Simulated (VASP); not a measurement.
# CsEu (P-6m2) in VASP: settings compared

Aim: see how the results for CsEu move with the level of theory and the settings. Levels: revPBE, r2SCAN. Tasks: single point.

All numbers are computed with VASP 6.6.1; they aren't measurements. Logs are shortened: lines on timing, memory, paths and dates and some standing lists are left out, and cuts for length are marked.

## (1) The cell of the first run

It takes space group P-6m2 (No. 187, hexagonal). The conventional cell has a = 4.464 Å, b = 4.464 Å, c = 8.009 Å, α = 90.00°, β = 90.00°, γ = 120.00°. Cs (site symmetry -6m2) has 6 Cs at 4.46 Å and 6 Eu at 4.76 Å within 5.9 Å. Eu (site symmetry -6m2) has 6 Eu at 4.46 Å and 6 Cs at 4.76 Å within 5.9 Å.

## (2) Single point, revPBE, collinear spin, ferromagnetic start

Input file INCAR:

```
SYSTEM = CsEu
PREC     = Accurate       ! precision mode
ENCUT    = 520            ! plane-wave cutoff, eV
EDIFF    = 1E-7           ! SCF threshold, eV
ISMEAR   = 1              ! smearing method
SIGMA    = 0.3            ! smearing width, eV
LREAL    = .FALSE.        ! projectors in reciprocal space
LASPH    = .TRUE.         ! aspherical terms in the spheres
NELM     = 150            ! most SCF steps
ALGO     = Normal         ! electronic algorithm
ISIF     = 2              ! what is computed and relaxed
LWAVE    = .FALSE.        ! write WAVECAR
LCHARG   = .FALSE.        ! write CHGCAR
ISPIN    = 2              ! spin polarisation
MAGMOM   = 0 7            ! initial moments
LORBIT   = 11             ! projections on sites
LMAXMIX  = 6              ! l up to which the mixer works
GGA      = RE             ! functional
NBANDS   = 24             ! bands
```

Input file KPOINTS:

```
regular mesh
0
G
  6 6 3
  0 0 0
```

Input file POSCAR:

```
CsEu
1.0
    4.4644198800      0.0000000000      0.0000000000
   -2.2322099400      3.8663010300      0.0000000000
    0.0000000000      0.0000000000      8.0086310000
Cs Eu
1 1
Direct
    0.0000000000      0.0000000000      0.5000000000
    0.6666666667      0.3333333333      0.0000000000
```

Potentials or basis: VASP PAW PBE potentials, release 64 (Cs_sv, Eu).

The run is started by

```
> cat potpaw_PBE.64/Cs_sv/POTCAR potpaw_PBE.64/Eu/POTCAR > POTCAR
> mpirun -np 1 vasp_std > vasp.out
```

OUTCAR:

```text
SYSTEM = CsEu
   PREC = Accurate
   ENCUT = 520
   EDIFF = 1E-7
   ISMEAR = 1
   LREAL = .FALSE.
   LASPH = .TRUE.
   NELM = 150
   ISIF = 2
   ISPIN = 2
   LORBIT = 11
   GGA = RE

 ion  position               nearest neighbor table
   1  0.000  0.000  0.500-
   2  0.667  0.333  0.000-

  LATTYP: Found a hexagonal cell.
 ALAT       =     4.4644198800
 C/A-ratio  =     1.7938794323

  Lattice vectors:

 A1 = (   4.4644198800,   0.0000000000,   0.0000000000)
 A2 = (  -2.2322099400,   3.8663010300,   0.0000000000)
 A3 = (   0.0000000000,   0.0000000000,   8.0086310000)

Analysis of symmetry for initial positions (statically):
=====================================================================
 Subroutine PRICEL returns:
 Original cell was already a primitive cell.

 Routine SETGRP: Setting up the symmetry group for a
 hexagonal supercell.

 Subroutine GETGRP returns: Found 12 space group operations
 (whereof 12 operations were pure point group operations)
 out of a pool of 24 trial point group operations.

The static configuration has the point symmetry D_3h.

Analysis of symmetry for dynamics (positions and initial velocities):
=====================================================================
 Subroutine PRICEL returns:
 Original cell was already a primitive cell.

 Routine SETGRP: Setting up the symmetry group for a
 hexagonal supercell.

 Subroutine GETGRP returns: Found 12 space group operations
 (whereof 12 operations were pure point group operations)
 out of a pool of 24 trial point group operations.

The dynamic configuration has the point symmetry D_3h.

Analysis of structural, dynamic, and magnetic symmetry:
=====================================================================
 Subroutine PRICEL returns:
 Original cell was already a primitive cell.

 Routine SETGRP: Setting up the symmetry group for a
 hexagonal supercell.

 Subroutine GETGRP returns: Found 12 space group operations
 (whereof 12 operations were pure point group operations)
 out of a pool of 24 trial point group operations.

The overall configuration has the point symmetry D_3h.

 Subroutine INISYM returns: Found 12 space group operations
 (whereof 12 operations are pure point group operations),
 and found     1 'primitive' translations

----------------------------------------------------------------------------------------

                                     Primitive cell

  volume of cell :     138.2353

  direct lattice vectors                    reciprocal lattice vectors
     4.464419880  0.000000000  0.000000000     0.223993268  0.129322574  0.000000000
    -2.232209940  3.866301030  0.000000000     0.000000000  0.258645147  0.000000000
     0.000000000  0.000000000  8.008631000     0.000000000  0.000000000  0.124865286

  length of vectors
     4.464419880  4.464419881  8.008631000     0.258645147  0.258645147  0.124865286

  position of ions in fractional coordinates (direct lattice)
     0.000000000  0.000000000  0.500000000
     0.666666667  0.333333333  0.000000000

  ion indices of the primitive-cell ions
   primitive index   ion index
                 1           1
                 2           2

----------------------------------------------------------------------------------------

 KPOINTS: regular mesh

Automatic generation of k-mesh.
 Grid dimensions read from file:
 generate k-points for:    6    6    3

 Generating k-lattice:

  Cartesian coordinates                     Fractional coordinates (reciprocal lattice)
     0.037332211  0.021553762  0.000000000     0.166666667  0.000000000  0.000000000
     0.000000000  0.043107525  0.000000000     0.000000000  0.166666667  0.000000000
     0.000000000  0.000000000  0.041621762     0.000000000  0.000000000  0.333333333

  Length of vectors
     0.043107525  0.043107525  0.041621762

  Shift w.r.t. Gamma in fractional coordinates (k-lattice)
     0.000000000  0.000000000  0.000000000

 Subroutine IBZKPT returns following result:
 ===========================================

 Found     14 irreducible k-points:

 Following reciprocal coordinates:
            Coordinates               Weight
  0.000000  0.000000  0.000000      1.000000
  0.166667 -0.000000  0.000000      6.000000
  0.333333  0.000000  0.000000      6.000000
  0.500000 -0.000000  0.000000      3.000000
  0.166667  0.166667  0.000000      6.000000
  0.333333  0.166667  0.000000     12.000000
  0.333333  0.333333  0.000000      2.000000
  0.000000  0.000000  0.333333      2.000000
  0.166667 -0.000000  0.333333     12.000000
  0.333333  0.000000  0.333333     12.000000
  0.500000 -0.000000  0.333333      6.000000
  0.166667  0.166667  0.333333     12.000000
  0.333333  0.166667  0.333333     24.000000
  0.333333  0.333333  0.333333      4.000000
   k-points           NKPTS =     14   k-points in BZ     NKDIM =     14   number of bands    NBANDS=     24
   number of dos      NEDOS =    301   number of ions     NIONS =      2
   total plane-waves  NPLWV =  77760
   dimension x,y,z NGX =    36 NGY =   36 NGZ =   60
   dimension x,y,z NGXF=    72 NGYF=   72 NGZF=  120
   ions per type =               1   1
   NGX,Y,Z   is equivalent  to a cutoff of  13.41, 13.41, 12.46 a.u.
   NGXF,Y,Z  is equivalent  to a cutoff of  26.81, 26.81, 24.91 a.u.
 SYSTEM =  CsEu
   PREC   = accura    normal or accurate (medium, high low for compatibility)
   ISTART =      0    job   : 0-new  1-cont  2-samecut
   ICHARG =      2    charge: 1-file 2-atom 10-const
   ISPIN  =      2    spin polarized calculation?
   LNONCOLLINEAR =      F non collinear calculations
   LSORBIT =      F    spin-orbit coupling
   LASPH  =      T    aspherical Exc in radial PAW
   ENCUT  =  520.0 eV  38.22 Ry    6.18 a.u.   8.30  8.30 14.89*2*pi/ulx,y,z
   NELM   =    150;   NELMIN=  2; NELMDL= -5     # of ELM steps
   EDIFF  = 0.1E-06   stopping-criterion for ELM
   LREAL  =      F    real-space projection
   EDIFFG = 0.1E-05   stopping-criterion for IOM
   NSW    =      0    number of steps for IOM
   IBRION =     -1    ionic relax: 0-MD 1-quasi-New 2-CG
   NFREE  =      0    steps in history (QN), initial steepest desc. (CG)
   ISIF   =      2    stress and relaxation
   ISYM   =      2    0-nonsym 1-usesym 2-fastsym
   POTIM  = 0.5000    time-step for ionic-motion
   TEBEG  =    0.0;   TEEND  =   0.0 temperature during run
   PSTRESS=    0.0 pullay stress
   NELECT =      26.0000    total number of electrons
   NUPDOWN=      -1.0000    fix difference up-down
   EMIN   =  10.00;   EMAX   =-10.00  energy-range for DOS
   EFERMI =   0.00;   METHOD = LEGACY
   ISMEAR =     1;   SIGMA  =   0.30  broadening in eV -4-tet -1-fermi 0-gaus
   EFERMI_NEDOS =   21; number of points for ismear=-14 and -15
   IALGO  =     38    algorithm
   IMIX   =      4    mixing-type and parameters
     AMIX     =   0.40;   BMIX     =  1.00
     AMIX_MAG =   1.60;   BMIX_MAG =  1.00
  volume/ion in A,a.u.               =      69.12       466.43
  Fermi-wavevector in a.u.,A,eV,Ry     =   0.937979  1.772523 11.970459  0.879804
  Thomas-Fermi vector in A             =   2.065144
   LORBIT       =     11    0 simple, 1 ext, 2 COOP (PROOUT), +10 PAW based schemes
   GGA     = RE    functional components
   LHFCALC =     F    Hartree Fock is set to
   AEXX    =    0.0000 exact exchange contribution
   IVDW    =     0    specifies the selected vdW correction
   LEPSILON=     F    determine dielectric tensor
   LRPA    =     F    only Hartree local field effects (RPA)
 spin polarized calculation
 Methfessel and Paxton  Order N= 1 SIGMA  =   0.30
  energy-cutoff  :      520.00
  volume of cell :      138.24
 maximum number of plane-waves:      3748
 NGX is ok and might be reduce to    36
   NGX = 17   NGY = 17   NGZ = 29

 number of electron      25.9999998 magnetization       7.5982240

 Free energy of the ion-electron system (eV)
  ---------------------------------------------------
  ext. energy  EPLUGINS =         0.00000000
  ---------------------------------------------------
  free energy    TOTEN  =       -11.38616543 eV

  energy without entropy =      -11.46816086  energy(sigma->0) =      -11.41349724

 E-fermi :   1.3659     XC(G=0):  -6.8285

 val. band max:        1.3630988659   @ k =   0.5000  -0.0000   0.0000
 cond. band min:       1.3725639744   @ k =   0.3333   0.3333   0.0000
 fundamental gap:      0.0094651085
 Fermi energy:         1.3658917281

 spin component 1

 k-point     1 :       0.0000    0.0000    0.0000
  band No.  band energies     occupation
      1     -40.5923      1.00000
      2     -22.2506      1.00000
      3     -19.4725      1.00000
      4     -19.3754      1.00000
      5     -19.3754      1.00000
      6      -9.0517      1.00000
[... 16 lines left out ...]
     23       3.9630     -0.00000
     24       4.4881     -0.00000
[... 327 lines left out ...]
      1     -40.5889      1.00000
      2     -22.1863      1.00000
      3     -19.4609      1.00000
      4     -19.4321      1.00000
      5     -19.4320      1.00000
      6      -9.2821      1.00000
[... 16 lines left out ...]
     23       4.2693     -0.00000
     24       4.4253     -0.00000
 Fermi energy:         1.3658917281

 spin component 2

 k-point     1 :       0.0000    0.0000    0.0000
  band No.  band energies     occupation
      1     -37.3487      1.00000
      2     -22.2342      1.00000
      3     -17.1198      1.00000
      4     -17.0204      1.00000
      5     -17.0204      1.00000
      6      -9.0218      1.00000
[... 16 lines left out ...]
     23       6.0155     -0.00000
     24       6.0155     -0.00000
[... 328 lines left out ...]
      2     -22.1705      1.00000
      3     -17.1031      1.00000
      4     -17.0988      1.00000
      5     -17.0978      1.00000
      6      -9.2610      1.00000
[... 16 lines left out ...]
     23       6.0103     -0.00000
     24       6.0571     -0.00000

------------------------ aborting loop because EDIFF is reached ----------------------------------------

  FORCE on cell =-STRESS in cart. coord.  units (eV):
  Direction    XX          YY          ZZ          XY          YZ          ZX
  --------------------------------------------------------------------------------------
  -------------------------------------------------------------------------------------
  Total        0.1757791      0.1757791      0.1515911      0.0000000     -0.0000000      0.0000000
  in kB        2.0373181      2.0373181      1.7569740      0.0000000     -0.0000000      0.0000000
  external PRESSURE =       1.9438701 kB  Pullay stress =       0.0000000 kB

 VOLUME and BASIS-vectors are now :
 -----------------------------------------------------------------------------
  energy-cutoff  :      520.00
  volume of cell :      138.24
      direct lattice vectors                 reciprocal lattice vectors
     4.464419880  0.000000000  0.000000000     0.223993268  0.129322574  0.000000000
    -2.232209940  3.866301030  0.000000000     0.000000000  0.258645147  0.000000000
     0.000000000  0.000000000  8.008631000     0.000000000  0.000000000  0.124865286

 POSITION                                       TOTAL-FORCE (eV/Angst)
 -----------------------------------------------------------------------------------
      0.00000      0.00000      4.00432        -0.000000      0.000000      0.000000
      2.23221      1.28877      0.00000         0.000000      0.000000      0.000000
 -----------------------------------------------------------------------------------
    total drift:                               -0.000000      0.000000      0.000000

  FREE ENERGIE OF THE ION-ELECTRON SYSTEM (eV)
  ---------------------------------------------------
  free  energy   TOTEN  =       -11.3861654264 eV

  energy  without entropy=      -11.4681608594  energy(sigma->0) =      -11.41349724

 total charge

# of ion       s       p       d       f       tot
--------------------------------------------------
    1        1.859   4.678   0.035   0.000   6.572
    2        2.080   5.752   0.131   6.810  14.773
--------------------------------------------------
tot          3.939  10.430   0.166   6.810  21.345

 magnetization (x)

# of ion       s       p       d       f       tot
--------------------------------------------------
    1        0.005   0.004   0.010   0.000   0.019
    2       -0.006  -0.110   0.081   6.809   6.775
--------------------------------------------------
tot         -0.001  -0.106   0.091   6.809   6.794
```

Run time: 8.6 min. Hardware: 1 thread of Oxide Virtual Turin-like, shared host; peak memory 0.35 GiB.

What came out:

- Free energy: -11.3862 eV
- Pressure: 0.2 GPa
- Net moment: 7.60 μB per cell
- Site moments: Cs +0.02; Eu +6.78 μB
- Valence electrons inside the program's atomic spheres: Cs 6.57; Eu 14.77

Caveat: the PAW data sets were made with another functional, which shifts forces and pressure a little; spin-orbit coupling is left out, which moves the levels of the heavy elements; without U or exact exchange the open f shell lies at the Fermi level, which spoils levels, moments and volumes. The state reached can hang on the start; a lower one may exist.

## (3) Single point, r2SCAN, collinear spin, ferromagnetic start

POSCAR is that of step 2.

Input file INCAR.step1:

```
SYSTEM = CsEu
PREC     = Accurate       ! precision mode
ENCUT    = 520            ! plane-wave cutoff, eV
ISMEAR   = 1              ! smearing method
SIGMA    = 0.3            ! smearing width, eV
LREAL    = .False.        ! projectors in reciprocal space
LASPH    = .True.         ! aspherical terms in the spheres
NELM     = 150            ! most SCF steps
ISPIN    = 2              ! spin polarisation
MAGMOM   = 0 7            ! initial moments
LMAXMIX  = 6              ! l up to which the mixer works
NBANDS   = 24             ! bands
GGA      = PE             ! functional
ALGO     = Normal         ! electronic algorithm
EDIFF    = 1E-4           ! SCF threshold, eV
LWAVE    = .True.         ! write WAVECAR
LCHARG   = .False.        ! write CHGCAR
```

Input file INCAR.step2:

```
SYSTEM = CsEu
PREC     = Accurate       ! precision mode
ENCUT    = 520            ! plane-wave cutoff, eV
EDIFF    = 1E-6           ! SCF threshold, eV
ISMEAR   = 1              ! smearing method
SIGMA    = 0.3            ! smearing width, eV
LREAL    = .False.        ! projectors in reciprocal space
LASPH    = .True.         ! aspherical terms in the spheres
NELM     = 150            ! most SCF steps
ALGO     = Normal         ! electronic algorithm
ISIF     = 2              ! what is computed and relaxed
LWAVE    = .False.        ! write WAVECAR
LCHARG   = .False.        ! write CHGCAR
ISPIN    = 2              ! spin polarisation
MAGMOM   = 0 7            ! initial moments
LORBIT   = 11             ! projections on sites
LMAXMIX  = 6              ! l up to which the mixer works
METAGGA  = R2SCAN         ! meta-GGA
LMIXTAU  = .True.       
NBANDS   = 24             ! bands
ISTART   = 1
```

Input file KPOINTS:

```
regular mesh
0
Gamma
  6 6 3
  0 0 0
```

Potentials or basis: VASP PAW PBE potentials, release 64 (Cs_sv, Eu).

The run is started by

```
> cat potpaw_PBE.64/Cs_sv/POTCAR potpaw_PBE.64/Eu/POTCAR > POTCAR
> cp INCAR.step1 INCAR
> mpirun -np 1 vasp_std > vasp.out
> cp INCAR.step2 INCAR
> mpirun -np 1 vasp_std > vasp.out
```

It took 26 min on 1 thread of Oxide Virtual Turin-like, shared host; peak memory 0.38 GiB.

The run converged. Its results:

```yaml
Free_energy: -64.0848 eV
Pressure: -0.2 GPa
Net_moment: 7.86 μB per cell
Site_moments: Cs +0.05; Eu +6.70 μB
Valence_electrons_inside_the_program's_atomic_spheres: Cs 6.58; Eu 14.80
```

Stress tensor (GPa, compression positive):
```
-0.32  0.00  0.00
 0.00 -0.32  0.00
 0.00  0.00 -0.06
```

Levels at points of the mesh, in eV from the Fermi level:
Spin up:
| k point | band 13 | band 14 | band 15 | band 16 | band 17 | band 18 | band 19 | band 20 | band 21 | band 22 |
| --- | --- | --- | --- | --- | --- | --- | --- | --- | --- | --- |
| (0.00, 0.00, 0.00) | -0.38 | -0.31 | -0.31 | -0.26 | -0.25 | 0.06 | 1.88 | 1.96 | 1.96 | 2.83 |
| (0.50, 0.00, 0.00) | -0.38 | -0.29 | -0.28 | -0.21 | -0.14 | -0.11 | 0.87 | 1.23 | 1.91 | 2.09 |
Spin down:
```tsv
k point	band 7	band 8	band 9	band 10	band 11	band 12
(0.00, 0.00, 0.00)	-10.70	-10.70	-2.49	-0.22	1.27	2.45
(0.50, 0.00, 0.00)	-10.85	-10.75	-0.37	0.72	1.00	1.09
```

Caveat: the PAW data sets were made with another functional, which shifts forces and pressure a little; spin-orbit coupling is left out, which moves the levels of the heavy elements; without U or exact exchange the open f shell lies at the Fermi level, which spoils levels, moments and volumes. The state reached can hang on the start; a lower one may exist.
